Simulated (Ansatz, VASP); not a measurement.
## One calculation of Y3Ge, two programs

```
CELL_PARAMETERS angstrom
4.57355 0.00000 0.00000
0.00000 4.57355 0.00000
0.00000 0.00000 4.57355
ATOMIC_POSITIONS crystal
Y 0.00000 0.50000 0.50000
Y 0.50000 0.00000 0.50000
Y 0.50000 0.50000 0.00000
Ge 0.00000 0.00000 0.00000
```

Alike in both runs: task relaxation of cell and atoms; functional PBE; k mesh 4 × 4 × 4; occupations gaussian, width 0.1 eV; no spin polarisation.

|  | VASP | Ansatz |
| --- | --- | --- |
| version | VASP 6.6.1 | Ansatz 0.2.0 |
| potentials or method | VASP PAW PBE potentials, release 64 (Y_sv, Ge_d), cutoff 600 eV | scalar-relativistic, plane waves, PAW |
| valence electrons in the cell | 47 | 47 |

|  | VASP | Ansatz | Ansatz less VASP |
| --- | --- | --- | --- |
| gap on the k mesh at the Fermi level, each at its own relaxed structure (eV) | none | none | - |
| relaxed volume (Å³/atom) | 25.97 | 26.14 | +0.168 |
| relaxed cell length with the largest relative difference (Å) | 4.701 | 4.711 | +0.0101 |

A gap of «none» marks a metal or a gap that the smearing closes.
